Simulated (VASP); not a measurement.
Runs of VASP 6.6.1 on CdS (Hawleyite). The structure is that of space group F-43m (No. 216), or close to it. The cells are those of the table. 

```tsv
task	level	potentials or basis	cell	cutoff (eV)	gap on the mesh (eV)	pressure (GPa)	relaxed volume (Å³/atom)
single point	PBEsol	VASP PAW PBE potentials, release 64 (Cd, S)	a = 4.119 Å, angles 60.0°, 2 atoms	520	1.02	0.4	-
relaxation of cell and atoms	PBEsol	VASP PAW PBE potentials, release 64 (Cd, S)	relaxed from a = 4.125 Å, angles 60.0°, 2 atoms	600	1.01	0.1	-
single point	PBE	VASP PAW PBE potentials, release 64 (Cd, S)	a = 4.191 Å, angles 60.0°, 2 atoms	520	1.04	0.3	-
relaxation of cell and atoms	PBE	VASP PAW PBE potentials, release 64 (Cd, S)	relaxed from a = 4.125 Å, angles 60.0°, 2 atoms	600	1.03	0.0	(b)
relaxation of cell and atoms	r2SCAN+D4	VASP PAW PBE potentials, release 64 (Cd, S)	relaxed from a = 4.125 Å, angles 60.0°, 2 atoms	600	1.55	0.0	25.21
relaxation of cell and atoms	LDA	VASP PAW LDA potentials, release 64 (Cd, S)	relaxed from a = 4.125 Å, angles 60.0°, 2 atoms	600	0.96	0.0	(a)
single point	r2SCAN+D4	VASP PAW PBE potentials, release 64 (Cd, S)	a = 4.141 Å, angles 60.0°, 2 atoms	520	1.56	0.3	-
single point	LDA	VASP PAW LDA potentials, release 64 (Cd, S)	a = 4.071 Å, angles 60.0°, 2 atoms	520	0.98	0.6	-
```

Alike in all rows: no spin polarisation; k mesh 6 × 6 × 6; smearing gaussian 0.01 eV.

Question: Fill in the values left out.

Answer: (a) 24.03; (b) 26.15.

Caveats: the PAW data sets were made with another functional, which shifts forces and pressure a little (some runs); the relaxation stopped at its first step, so nothing moved (some runs).

A k mesh can miss the band edges, and the runs leave out spin-orbit coupling on Cd.
